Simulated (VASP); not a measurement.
A run of VASP 6.6.1 is set up as follows.

File INCAR:

```
PREC = Accurate ; ENCUT = 520
EDIFF = 1E-7 ; ISMEAR = 0
SIGMA = 0.15 ; LREAL = False
LASPH = True ; NELM = 80
ALGO = Fast ; ISIF = 2
LWAVE = False ; LCHARG = False
GGA = PS ; NBANDS = 12
```

File KPOINTS:

```
regular mesh
0
Gamma
  22 22 22
```

File POSCAR:

```
Ti
1.0
   -2.2050367226      1.6862045525      1.6862045525
    1.6862045525     -2.2050367226      1.6862045525
    1.6862045525      1.6862045525     -2.2050367226
Ti
1
Direct
    0.0000000000      0.0000000000      0.0000000000
```

Potentials or basis: VASP PAW PBE potentials, release 64 (Ti_sv).

Command:

```bash
$ cat potpaw_PBE.64/Ti_sv/POTCAR > POTCAR
$ mpirun -np 1 vasp_std > vasp.out
```

Q: Predict the pressure.

A: 5.5 GPa.

Q: Predict the band gap on the k mesh.

A: Zero (band 6 reaches 8.71 eV, above the bottom of band 7 at 6.13 eV).

Stress tensor (GPa, compression positive):
```
 5.47 25.12 25.12
25.12  5.47 25.12
25.12 25.12  5.47
```

Caveat: the PAW data sets were made with another functional, which shifts forces and pressure a little.
